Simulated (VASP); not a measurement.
# In (R-3m) in VASP: single point with PBE

Aim: the single point of In with PBE.

All numbers are computed with VASP 6.6.1; they aren't measurements. Logs are shortened: lines on timing, memory, paths and dates and some standing lists are left out, and cuts for length are marked.

## Step 1: The cell of the first run

It takes space group R-3m (No. 166, trigonal). The conventional cell has a = 3.272 Å, b = 3.272 Å, c = 24.622 Å, α = 90.00°, β = 90.00°, γ = 120.00°. Within 4.3 Å of In (site symmetry -3m) lie 12 In at 3.27 to 3.33 Å. In (site symmetry 3m) has 12 In at 3.27 to 3.33 Å within 4.3 Å.

## Step 2: Single point, PBE (equal xx and yy strain of -2 %)

The input, INCAR:

```
SYSTEM = In
PREC = Accurate ; ENCUT = 520
EDIFF = 1E-6 ; ISMEAR = -1
SIGMA = 0.05 ; LREAL = .False.
LASPH = .True. ; NELM = 60
ALGO = Normal ; ISIF = 2
LWAVE = .False. ; LCHARG = .False.
GGA = PE ; NBANDS = 26
```

The input, KPOINTS:

```
regular mesh
0
Gamma
  14 14 14
  0 0 0
```

The input, POSCAR:

```
In
1.0
    1.6362440803      0.9446859602      8.2074632500
   -1.6362440803      0.9446859602      8.2074632500
    0.0000000000     -1.8893719204      8.2074632500
In
3
Direct
    0.0000000000      0.0000000000      0.0000000000
    0.7780122400      0.7780122400      0.7780122400
    0.2219877600      0.2219877600      0.2219877600
```

Potentials or basis: VASP PAW PBE potentials, release 64 (In_d).

Run with:

```bash
> cat potpaw_PBE.64/In_d/POTCAR > POTCAR
> mpirun -np 1 vasp_std > vasp.out
```

OUTCAR:

```text
SYSTEM = In
   PREC = Accurate
   ENCUT = 520
   EDIFF = 1E-6
   ISMEAR = -1
   LREAL = .False.
   LASPH = .True.
   NELM = 60
   ISIF = 2
   GGA = PE

 ion  position               nearest neighbor table
   1  0.000  0.000  0.000-   2 3.33   3 3.33   2 3.33   2 3.33   3 3.33   3 3.33
   2  0.778  0.778  0.778-   3 3.32   3 3.32   3 3.32   1 3.33   1 3.33   1 3.33
   3  0.222  0.222  0.222-   2 3.32   2 3.32   2 3.32   1 3.33   1 3.33   1 3.33

  LATTYP: Found a trigonal (rhomboedric) cell.
 ALAT       =     8.4221243908
 COS(alpha) =     0.9245111396

  Lattice vectors:

 A1 = (   1.6362440803,   0.9446859602,   8.2074632500)
 A2 = (  -1.6362440803,   0.9446859602,   8.2074632500)
 A3 = (   0.0000000000,  -1.8893719204,   8.2074632500)

Analysis of symmetry for initial positions (statically):
=====================================================================
 Subroutine PRICEL returns:
 Original cell was already a primitive cell.

 Routine SETGRP: Setting up the symmetry group for a
 trigonal (rhombohedral) supercell.

 Subroutine GETGRP returns: Found 12 space group operations
 (whereof 12 operations were pure point group operations)
 out of a pool of 12 trial point group operations.

The static configuration has the point symmetry D_3d.

Analysis of symmetry for dynamics (positions and initial velocities):
=====================================================================
 Subroutine PRICEL returns:
 Original cell was already a primitive cell.

 Routine SETGRP: Setting up the symmetry group for a
 trigonal (rhombohedral) supercell.

 Subroutine GETGRP returns: Found 12 space group operations
 (whereof 12 operations were pure point group operations)
 out of a pool of 12 trial point group operations.

The dynamic configuration has the point symmetry D_3d.

 Subroutine INISYM returns: Found 12 space group operations
 (whereof 12 operations are pure point group operations),
 and found     1 'primitive' translations

----------------------------------------------------------------------------------------

                                     Primitive cell

  volume of cell :      76.1195

  direct lattice vectors                    reciprocal lattice vectors
     1.636244080  0.944685960  8.207463250     0.305577882  0.176425472  0.040613442
    -1.636244080  0.944685960  8.207463250    -0.305577882  0.176425472  0.040613442
[... 78 lines left out ...]
   PREC   = accura    normal or accurate (medium, high low for compatibility)
   ISTART =      0    job   : 0-new  1-cont  2-samecut
   ICHARG =      2    charge: 1-file 2-atom 10-const
   ISPIN  =      1    spin polarized calculation?
   LNONCOLLINEAR =      F non collinear calculations
   LSORBIT =      F    spin-orbit coupling
   LASPH  =      T    aspherical Exc in radial PAW
   ENCUT  =  520.0 eV  38.22 Ry    6.18 a.u.  15.66 15.66 15.66*2*pi/ulx,y,z
   NELM   =     60;   NELMIN=  2; NELMDL= -5     # of ELM steps
   EDIFF  = 0.1E-05   stopping-criterion for ELM
   LREAL  =      F    real-space projection
   EDIFFG = 0.1E-04   stopping-criterion for IOM
   NSW    =      0    number of steps for IOM
   IBRION =     -1    ionic relax: 0-MD 1-quasi-New 2-CG
   NFREE  =      0    steps in history (QN), initial steepest desc. (CG)
   ISIF   =      2    stress and relaxation
   ISYM   =      2    0-nonsym 1-usesym 2-fastsym
   POTIM  = 0.5000    time-step for ionic-motion
   TEBEG  =    0.0;   TEEND  =   0.0 temperature during run
   PSTRESS=    0.0 pullay stress
   NELECT =      39.0000    total number of electrons
   NUPDOWN=      -1.0000    fix difference up-down
   EMIN   =  10.00;   EMAX   =-10.00  energy-range for DOS
   EFERMI =   0.00;   METHOD = LEGACY
   ISMEAR =    -1;   SIGMA  =   0.05  broadening in eV -4-tet -1-fermi 0-gaus
   EFERMI_NEDOS =   21; number of points for ismear=-14 and -15
   IALGO  =     38    algorithm
   IMIX   =      4    mixing-type and parameters
     AMIX     =   0.40;   BMIX     =  1.00
     AMIX_MAG =   1.60;   BMIX_MAG =  1.00
  volume/ion in A,a.u.               =      25.37       171.23
  Fermi-wavevector in a.u.,A,eV,Ry     =   1.309979  2.475502 23.348222  1.716046
  Thomas-Fermi vector in A             =   2.440541
   LORBIT       =      0    0 simple, 1 ext, 2 COOP (PROOUT), +10 PAW based schemes
   GGA     = PE    functional components
   LHFCALC =     F    Hartree Fock is set to
   AEXX    =    0.0000 exact exchange contribution
   IVDW    =     0    specifies the selected vdW correction
   LEPSILON=     F    determine dielectric tensor
   LRPA    =     F    only Hartree local field effects (RPA)
 non-spin polarized calculation
  energy-cutoff  :      520.00
  volume of cell :       76.12
 maximum number of plane-waves:      2073
   NGX = 31   NGY = 31   NGZ = 31

 number of electron      38.9999997 magnetization

 Free energy of the ion-electron system (eV)
  ---------------------------------------------------
  ext. energy  EPLUGINS =         0.00000000
  ---------------------------------------------------
  free energy    TOTEN  =        -7.60141432 eV

  energy without entropy =       -7.58931356  energy(sigma->0) =       -7.59536394

 E-fermi :   7.9197     XC(G=0): -10.4000

 val. band max:        7.9133218389   @ k =   0.2857   0.2857  -0.0000
 cond. band min:       7.9299753145   @ k =  -0.2857   0.5000   0.2143
 fundamental gap:      0.0166534756
 Fermi energy:         7.9197125352

 k-point     1 :       0.0000    0.0000    0.0000
  band No.  band energies     occupation
      1      -6.8534      2.00000
      2      -6.8510      2.00000
      3      -6.8125      2.00000
      4      -6.7861      2.00000
      5      -6.7861      2.00000
      6      -6.7669      2.00000
[... 685 lines left out ...]
     25      14.5467      0.00000
     26      15.8564      0.00000

 [... further k-points ...]
[... 5 lines left out ...]
  --------------------------------------------------------------------------------------
  -------------------------------------------------------------------------------------
  Total        1.6751739      1.6751739      1.7512065      0.0000000     -0.0000000      0.0000000
  in kB       35.2593848     35.2593848     36.8597334      0.0000000     -0.0000000      0.0000000
  external PRESSURE =      35.7928344 kB  Pullay stress =       0.0000000 kB

 VOLUME and BASIS-vectors are now :
 -----------------------------------------------------------------------------
  energy-cutoff  :      520.00
  volume of cell :       76.12
      direct lattice vectors                 reciprocal lattice vectors
     1.636244080  0.944685960  8.207463250     0.305577882  0.176425472  0.040613442
    -1.636244080  0.944685960  8.207463250    -0.305577882  0.176425472  0.040613442
     0.000000000 -1.889371920  8.207463250     0.000000000 -0.352850945  0.040613442

 POSITION                                       TOTAL-FORCE (eV/Angst)
 -----------------------------------------------------------------------------------
      0.00000      0.00000      0.00000         0.000000      0.000000      0.000000
      0.00000      0.00000     19.15652         0.000000      0.000000     -0.027799
      0.00000      0.00000      5.46587         0.000000      0.000000      0.027799
 -----------------------------------------------------------------------------------
    total drift:                                0.000000      0.000000     -0.000000

  FREE ENERGIE OF THE ION-ELECTRON SYSTEM (eV)
  ---------------------------------------------------
  free  energy   TOTEN  =        -7.6014143211 eV

  energy  without entropy=       -7.5893135564  energy(sigma->0) =       -7.59536394
```

stdout:

```text
POSCAR found type information on POSCAR In
 POSCAR found :  1 types and       3 ions
 scaLAPACK will be used
 LDA part: xc-table for (Slater+PW92), standard interpolation
 POSCAR, INCAR and KPOINTS ok, starting setup
 FFT: planning ... GRIDC
 FFT: planning ... GRID_SOFT
 FFT: planning ... GRID
 WAVECAR not read
 entering main loop
```

Run time: 24 min. Hardware: 1 thread of Intel Xeon 6975P-C (Granite Rapids), shared host; peak memory 0.81 GiB.

What came out:

```yaml
Free_energy: -7.6014 eV
Pressure: 3.6 GPa
Largest_force: 0.028 eV/Å
```

Forces on the atoms (eV/Å):
```
In   0.000  0.000  0.000
In   0.000  0.000 -0.028
In   0.000  0.000  0.028
```

Caveat: the cell differs from its parent crystal (equal xx and yy strain of -2 %); spin-orbit coupling is left out, which moves the levels of the heavy elements.
